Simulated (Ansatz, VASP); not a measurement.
**GaP: VASP beside Ansatz**

```
Ga P
1.0
     0.00000    2.73430    2.73430
     2.73430    0.00000    2.73430
     2.73430    2.73430    0.00000
Ga P
1 1
Direct
  0.00000 0.00000 0.00000
  0.75000 0.75000 0.75000
```

Change from the starting cell: volume scaled by 1.01.

Alike in both runs: task single point; functional PBE; k mesh 10 × 10 × 10; occupations fermi-dirac, width 0.05 eV; no spin polarisation.

|  | VASP | Ansatz |
| --- | --- | --- |
| version | VASP 6.6.1 | Ansatz 0.2.0 |
| potentials or method | VASP PAW PBE potentials, release 64 (Ga_d, P), cutoff 520 eV | all-electron LAPW, scalar-relativistic |

```csv
,VASP,Ansatz,Ansatz less VASP
pressure (GPa),1.6,1.6,+0.05
```

Ansatz ran all-electron here, and VASP with PAW potentials.
